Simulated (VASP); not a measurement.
# HfN (Fm-3m) in VASP: notebook

HfN is run at these levels: PBEsol; tasks: single point, relaxation of cell and atoms.

Program: VASP 6.6.1. These are calculated values, not measurements. Logs are shortened: lines on timing, memory, paths and dates and some standing lists are left out, and cuts for length are marked.

## 1. The cell of the first run

It takes space group Fm-3m (No. 225, cubic). Conventional cell: a = 4.501 Å, b = 4.501 Å, c = 4.501 Å, α = 90.00°, β = 90.00°, γ = 90.00°. Within 3.0 Å of Hf (site symmetry m-3m) lie 6 N at 2.25 Å. N (site symmetry m-3m) has 6 Hf at 2.25 Å within 3.0 Å.

## 2. Single point, PBEsol

INCAR

```
PREC = Accurate
ENCUT = 520
EDIFF = 1E-7
ISMEAR = 1
SIGMA = 0.1
LREAL = False
LASPH = True
NELM = 60
ALGO = Normal
ISIF = 2
LWAVE = False
LCHARG = True
GGA = PS
LELF = True
LVHAR = True
NBANDS = 14
```

KPOINTS

```
Automatic mesh
0
Gamma
  13 13 13
```

POSCAR

```
HfN
1.0
    0.0000000000      2.2505677308      2.2505677308
    2.2505677308      0.0000000000      2.2505677308
    2.2505677308      2.2505677308      0.0000000000
Hf N
1 1
Direct
    0.0000000000      0.0000000000      0.0000000000
    0.5000000000      0.5000000000      0.5000000000
```

Potentials or basis: VASP PAW PBE potentials, release 64 (Hf_pv, N).

Launch:

```console
> cat potpaw_PBE.64/Hf_pv/POTCAR potpaw_PBE.64/N/POTCAR > POTCAR
> mpirun -np 1 vasp_std > vasp.out
```

OUTCAR:

```text
PREC = Accurate
   ENCUT = 520
   EDIFF = 1E-7
   ISMEAR = 1
   LREAL = False
   LASPH = True
   NELM = 60
   ISIF = 2
   GGA = PS

 ion  position               nearest neighbor table
   1  0.000  0.000  0.000-   2 2.25   2 2.25   2 2.25   2 2.25   2 2.25   2 2.25
   2  0.500  0.500  0.500-   1 2.25   1 2.25   1 2.25   1 2.25   1 2.25   1 2.25

  LATTYP: Found a face centered cubic cell.
 ALAT       =     4.5011354616

  Lattice vectors:

 A1 = (   0.0000000000,   2.2505677308,   2.2505677308)
 A2 = (   2.2505677308,   0.0000000000,   2.2505677308)
 A3 = (   2.2505677308,   2.2505677308,   0.0000000000)

Analysis of symmetry for initial positions (statically):
[... 5 lines left out ...]
 face centered cubic supercell.

 Subroutine GETGRP returns: Found 48 space group operations
 (whereof 48 operations were pure point group operations)
 out of a pool of 48 trial point group operations.

The static configuration has the point symmetry O_h .

Analysis of symmetry for dynamics (positions and initial velocities):
[... 5 lines left out ...]
 face centered cubic supercell.

 Subroutine GETGRP returns: Found 48 space group operations
 (whereof 48 operations were pure point group operations)
 out of a pool of 48 trial point group operations.

The dynamic configuration has the point symmetry O_h .

 Subroutine INISYM returns: Found 48 space group operations
 (whereof 48 operations are pure point group operations),
 and found     1 'primitive' translations

----------------------------------------------------------------------------------------

                                     Primitive cell

  volume of cell :      22.7985

  direct lattice vectors                    reciprocal lattice vectors
     0.000000000  2.250567731  2.250567731    -0.222166164  0.222166164  0.222166164
     2.250567731  0.000000000  2.250567731     0.222166164 -0.222166164  0.222166164
     2.250567731  2.250567731  0.000000000     0.222166164  0.222166164 -0.222166164

  length of vectors
     3.182783408  3.182783408  3.182783408     0.384803084  0.384803084  0.384803084

  position of ions in fractional coordinates (direct lattice)
     0.000000000  0.000000000  0.000000000
     0.500000000  0.500000000  0.500000000

  ion indices of the primitive-cell ions
   primitive index   ion index
                 1           1
                 2           2

----------------------------------------------------------------------------------------

 KPOINTS: Automatic mesh

Automatic generation of k-mesh.
 Grid dimensions read from file:
 generate k-points for:   13   13   13

 Generating k-lattice:

  Cartesian coordinates                     Fractional coordinates (reciprocal lattice)
    -0.017089705  0.017089705  0.017089705     0.076923077  0.000000000  0.000000000
     0.017089705 -0.017089705  0.017089705     0.000000000  0.076923077  0.000000000
     0.017089705  0.017089705 -0.017089705     0.000000000  0.000000000  0.076923077

  Length of vectors
     0.029600237  0.029600237  0.029600237

  Shift w.r.t. Gamma in fractional coordinates (k-lattice)
     0.000000000  0.000000000  0.000000000

 Subroutine IBZKPT returns following result:
 ===========================================

 Found     84 irreducible k-points:

 Following reciprocal coordinates:
            Coordinates               Weight
  0.000000  0.000000  0.000000      1.000000
  0.076923  0.000000  0.000000      8.000000
  0.153846  0.000000  0.000000      8.000000
  0.230769  0.000000  0.000000      8.000000
  0.307692  0.000000  0.000000      8.000000
  0.384615  0.000000  0.000000      8.000000
[... 16 lines left out ...]
  0.384615  0.153846  0.000000     24.000000
  0.461538  0.153846  0.000000     24.000000
 [... further k-points ...]
   k-points           NKPTS =     84   k-points in BZ     NKDIM =     84   number of bands    NBANDS=     14
   number of dos      NEDOS =    301   number of ions     NIONS =      2
   total plane-waves  NPLWV =  13824
   dimension x,y,z NGX =    24 NGY =   24 NGZ =   24
   dimension x,y,z NGXF=    48 NGYF=   48 NGZF=   48
   ions per type =               1   1
   NGX,Y,Z   is equivalent  to a cutoff of  12.54, 12.54, 12.54 a.u.
   NGXF,Y,Z  is equivalent  to a cutoff of  25.07, 25.07, 25.07 a.u.
 SYSTEM =  unknown system
   PREC   = accura    normal or accurate (medium, high low for compatibility)
   ISTART =      0    job   : 0-new  1-cont  2-samecut
   ICHARG =      2    charge: 1-file 2-atom 10-const
   ISPIN  =      1    spin polarized calculation?
   LNONCOLLINEAR =      F non collinear calculations
   LSORBIT =      F    spin-orbit coupling
   LASPH  =      T    aspherical Exc in radial PAW
   ENCUT  =  520.0 eV  38.22 Ry    6.18 a.u.   5.92  5.92  5.92*2*pi/ulx,y,z
   NELM   =     60;   NELMIN=  2; NELMDL= -5     # of ELM steps
   EDIFF  = 0.1E-06   stopping-criterion for ELM
   LREAL  =      F    real-space projection
   EDIFFG = 0.1E-05   stopping-criterion for IOM
   NSW    =      0    number of steps for IOM
   IBRION =     -1    ionic relax: 0-MD 1-quasi-New 2-CG
   NFREE  =      0    steps in history (QN), initial steepest desc. (CG)
   ISIF   =      2    stress and relaxation
   ISYM   =      2    0-nonsym 1-usesym 2-fastsym
   POTIM  = 0.5000    time-step for ionic-motion
   TEBEG  =    0.0;   TEEND  =   0.0 temperature during run
   PSTRESS=    0.0 pullay stress
   NELECT =      15.0000    total number of electrons
   NUPDOWN=      -1.0000    fix difference up-down
   EMIN   =  10.00;   EMAX   =-10.00  energy-range for DOS
   EFERMI =   0.00;   METHOD = LEGACY
   ISMEAR =     1;   SIGMA  =   0.10  broadening in eV -4-tet -1-fermi 0-gaus
   EFERMI_NEDOS =   21; number of points for ismear=-14 and -15
   IALGO  =     38    algorithm
   IMIX   =      4    mixing-type and parameters
     AMIX     =   0.40;   BMIX     =  1.00
     AMIX_MAG =   1.60;   BMIX_MAG =  1.00
  volume/ion in A,a.u.               =      11.40        76.93
  Fermi-wavevector in a.u.,A,eV,Ry     =   1.423868  2.690721 27.584466  2.027401
  Thomas-Fermi vector in A             =   2.544420
   LORBIT       =      0    0 simple, 1 ext, 2 COOP (PROOUT), +10 PAW based schemes
   GGA     = PS    functional components
   LHFCALC =     F    Hartree Fock is set to
   AEXX    =    0.0000 exact exchange contribution
   IVDW    =     0    specifies the selected vdW correction
   LEPSILON=     F    determine dielectric tensor
   LRPA    =     F    only Hartree local field effects (RPA)
 non-spin polarized calculation
 Methfessel and Paxton  Order N= 1 SIGMA  =   0.10
  energy-cutoff  :      520.00
  volume of cell :       22.80
 maximum number of plane-waves:       626
   NGX = 11   NGY = 11   NGZ = 11

 number of electron      15.0000001 magnetization

 Free energy of the ion-electron system (eV)
  ---------------------------------------------------
  ext. energy  EPLUGINS =         0.00000000
  ---------------------------------------------------
  free energy    TOTEN  =       -22.99122287 eV

  energy without entropy =      -22.99089595  energy(sigma->0) =      -22.99111390

 E-fermi :   8.3777     XC(G=0): -12.9523

 val. band max:        8.3478891717   @ k =   0.1538   0.0000   0.0000
 cond. band min:       8.4081828457   @ k =  -0.3846   0.3077   0.0000
 fundamental gap:      0.0602936740
 Fermi energy:         8.3776951778

 k-point     1 :       0.0000    0.0000    0.0000
  band No.  band energies     occupation
      1     -22.7167      2.00000
      2     -22.7167      2.00000
      3     -22.7167      2.00000
      4      -9.2053      2.00000
      5       5.3034      2.00000
      6       5.3034      2.00000
      7       5.3034      2.00000
      8       7.9210      2.00000
      9       7.9210      2.00000
     10       7.9210      2.00000
     11      10.2191     -0.00000
     12      10.2701     -0.00000
     13      10.2701     -0.00000
     14      17.8640      0.00000

 k-point     2 :       0.0769    0.0000    0.0000
  band No.  band energies     occupation
      1     -22.7809      2.00000
      2     -22.7220      2.00000
      3     -22.7220      2.00000
      4      -9.0633      2.00000
      5       4.7028      2.00000
      6       4.9475      2.00000
      7       4.9475      2.00000
      8       8.0853      2.00028
      9       8.1260      2.00215
     10       8.1260      2.00215
     11      10.6524      0.00000
     12      10.7364      0.00000
     13      10.7364      0.00000
     14      18.3345      0.00000

 k-point     3 :       0.1538    0.0000    0.0000
  band No.  band energies     occupation
      1     -22.9541      2.00000
      2     -22.7366      2.00000
      3     -22.7366      2.00000
      4      -8.6648      2.00000
      5       3.4716      2.00000
      6       4.1994      2.00000
      7       4.1994      2.00000
      8       8.3479      1.48049
      9       8.6492     -0.00084
     10       8.6492     -0.00084
     11      11.6756      0.00000
     12      11.8816      0.00000
     13      11.8816      0.00000
     14      19.5882      0.00000
[... 324 lines left out ...]
 k-point    23 :       0.3846    0.1538    0.0000
  band No.  band energies     occupation
      1     -23.4595      2.00000
      2     -22.8734      2.00000
      3     -22.8632      2.00000
      4      -7.3035      2.00000
      5       0.7631      2.00000
      6       2.6927      2.00000
      7       3.1883      2.00000
      8       7.8878      2.00000
      9      11.8370      0.00000
     10      11.9650      0.00000
     11      13.4341      0.00000
     12      13.9384      0.00000
     13      16.9477      0.00000
     14      20.4360      0.00000

 k-point    24 :       0.4615    0.1538    0.0000
  band No.  band energies     occupation
      1     -23.5884      2.00000
      2     -22.9149      2.00000
      3     -22.8642      2.00000
      4      -6.9156      2.00000
      5       0.2827      2.00000
      6       2.3569      2.00000
      7       2.7060      2.00000
      8       8.8452     -0.00000
      9      12.1496      0.00000
     10      12.4042      0.00000
     11      14.1393      0.00000
     12      15.4008      0.00000
     13      17.3170      0.00000
     14      19.5091      0.00000

 [... further k-points ...]
[... 5 lines left out ...]
  --------------------------------------------------------------------------------------
  -------------------------------------------------------------------------------------
  Total       -0.3009131     -0.3009131     -0.3009131      0.0000000      0.0000000      0.0000000
  in kB      -21.1468396    -21.1468396    -21.1468396      0.0000000      0.0000000      0.0000000
  external PRESSURE =     -21.1468396 kB  Pullay stress =       0.0000000 kB

 VOLUME and BASIS-vectors are now :
 -----------------------------------------------------------------------------
  energy-cutoff  :      520.00
  volume of cell :       22.80
      direct lattice vectors                 reciprocal lattice vectors
     0.000000000  2.250567731  2.250567731    -0.222166164  0.222166164  0.222166164
     2.250567731  0.000000000  2.250567731     0.222166164 -0.222166164  0.222166164
     2.250567731  2.250567731  0.000000000     0.222166164  0.222166164 -0.222166164

 POSITION                                       TOTAL-FORCE (eV/Angst)
 -----------------------------------------------------------------------------------
      0.00000      0.00000      0.00000        -0.000000     -0.000000     -0.000000
      2.25057      2.25057      2.25057         0.000000      0.000000      0.000000
 -----------------------------------------------------------------------------------
    total drift:                                0.000000     -0.000000     -0.000000

  FREE ENERGIE OF THE ION-ELECTRON SYSTEM (eV)
  ---------------------------------------------------
  free  energy   TOTEN  =       -22.9912228732 eV

  energy  without entropy=      -22.9908959474  energy(sigma->0) =      -22.99111390
```

Wall time 16 s (1 thread of Intel Xeon Platinum 8259CL at 2.50GHz (Skylake/Cascade Lake), shared host); peak memory 0.16 GiB.

What came out:

```yaml
Free_energy: -22.9912 eV
Pressure: -2.1 GPa
```

Caveat: the PAW data sets were made with another functional, which shifts forces and pressure a little; spin-orbit coupling is left out, which moves the levels of the heavy elements.

[end of part 1 of 2]
